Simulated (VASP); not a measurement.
Runs of VASP 6.6.1 on Ta. The structure is that of space group I4/mmm (No. 139), or close to it. The cells are those of the table. 

| cell | further INCAR settings | gap on the mesh (eV) | pressure (GPa) |
| --- | --- | --- | --- |
| a = 2.846 Å, angles 112.8, 112.8, 103.0°, 1 atom | ALGO = Fast; EDIFF = 1e-07; NBANDS = 12 | none | 2.6 |
| a = 2.846 Å, angles 106.3, 106.3, 115.9°, 1 atom | ALGO = Fast; EDIFF = 1e-06; NBANDS = 12 | none | 2.7 |
| a = 2.881 Å, angles 107.4, 107.4, 113.7°, 1 atom | ALGO = Fast; EDIFF = 1e-07; NBANDS = 12 | none | -6.3 |
| a = 2.767 Å, angles 107.3, 107.3, 113.9°, 1 atom | ALGO = Fast; EDIFF = 1e-07; NBANDS = 12 | none | (a) |
| a = 2.805 Å, angles 111.7, 111.7, 105.1°, 1 atom | ALGO = Fast; EDIFF = 1e-07; NBANDS = 12 | none | (b) |

Alike in all rows: task single point; level PBEsol; potentials or basis VASP PAW PBE potentials, release 64 (Ta_pv); no spin polarisation; k mesh 26 × 26 × 26; cutoff (eV) 520; smearing gaussian 0.15 eV.

Q: Fill in the values left out.

A: (a) 21.3; (b) 10.7.

Caveats: the PAW data sets were made with another functional, which shifts forces and pressure a little; spin-orbit coupling is left out, which moves the levels of the heavy elements; the stress differs along the axes, from -6 to 7 GPa (at least some runs); the stress differs along the axes, from -1 to 9 GPa (at least some runs); the stress differs along the axes, from -9 to -2 GPa (at least some runs); the stress differs along the axes, from 18 to 28 GPa (at least some runs); the stress differs along the axes, from 4 to 14 GPa (at least some runs).

A k mesh can miss the band edges, and the runs leave out spin-orbit coupling on Ta.

A gap of «none» marks levels without a gap at the run's occupations.
